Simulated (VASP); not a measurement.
A run of VASP 6.6.1 is set up as follows.

The input INCAR:

```
SYSTEM = Ta2N
  PREC = Accurate
  ENCUT = 520
  EDIFF = 1E-6
  ISMEAR = 0
  SIGMA = 0.15
  LREAL = .FALSE.
  LASPH = .TRUE.
  NELM = 100
  ALGO = Normal
  ISIF = 2
  LWAVE = .FALSE.
  LCHARG = .TRUE.
  GGA = PS
  LELF = .TRUE.
  LVHAR = .TRUE.
  NBANDS = 20
```

File KPOINTS:

```
regular mesh
0
G
  18 18 10
  0 0 0
```

File POSCAR:

```
Ta2N
1.0
    3.0884168710      0.0000000000      0.0000000000
   -1.5442084355      2.6746474677      0.0000000000
    0.0000000000      0.0000000000      4.6962466940
Ta N
2 1
Direct
    0.6666666667      0.3333333333      0.7463700642
    0.3333333333      0.6666666667      0.2536299358
    0.0000000000      0.0000000000      0.0000000000
```

Potentials or basis: VASP PAW PBE potentials, release 64 (Ta_pv, N).

The run is started by

```bash
$ cat potpaw_PBE.64/Ta_pv/POTCAR potpaw_PBE.64/N/POTCAR > POTCAR
$ mpirun -np 1 vasp_std > vasp.out
```

Problem. Predict the band gap on the k mesh.

Solution. Zero (an odd number of electrons rules out a gap without spin polarisation).

Problem. What does it give for the pressure?

Solution. 7.3 GPa.

Problem. What does it give for the largest force?

Solution. 0.029 eV/Å.

Stress tensor (GPa, compression positive):
```
 4.85  0.00  0.00
 0.00  4.85  0.00
 0.00  0.00 12.09
```

Caveat: the cell stands under pressure; the PAW data sets were made with another functional, which shifts forces and pressure a little; spin-orbit coupling is left out, which moves the levels of the heavy elements.
